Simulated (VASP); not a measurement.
Runs of VASP 6.6.1 on Rb. The structure is that of space group Pm-3m (No. 221), or close to it. The cells are those of the table. This isn't the form of Rb at room conditions, which is bcc.

```csv
task,cell,cutoff (eV),gap on the mesh (eV),pressure (GPa)
single point,"a = 2.985 Å, 1 atom",520,none,20.3
single point,"a = 4.640 Å, 1 atom",520,none,0.0
single point,"a = 2.640 Å, 1 atom",520,none,62.2
relaxation of cell and atoms,"relaxed to 20 GPa from a = 4.590 Å, 1 atom",600,none,20.0
single point,"a = 2.753 Å, 1 atom",520,none,(a)
relaxation of cell and atoms,"relaxed from a = 4.590 Å, 1 atom",600,none,0.0
```

Alike in all rows: level PBE; potentials or basis VASP PAW PBE potentials, release 64 (Rb_sv); no spin polarisation; k mesh 5 × 5 × 5; smearing fermi-dirac 0.1 eV.

Q: Estimate the missing entries.

A: (a) 41.3.

Caveats: some runs use coarse meshes; the cell is relaxed towards a set pressure, so the run minimises the enthalpy, not the energy (at least some runs).

A k mesh can miss the band edges, and the runs leave out spin-orbit coupling on Rb.

A gap of «none» marks levels without a gap at the run's occupations.
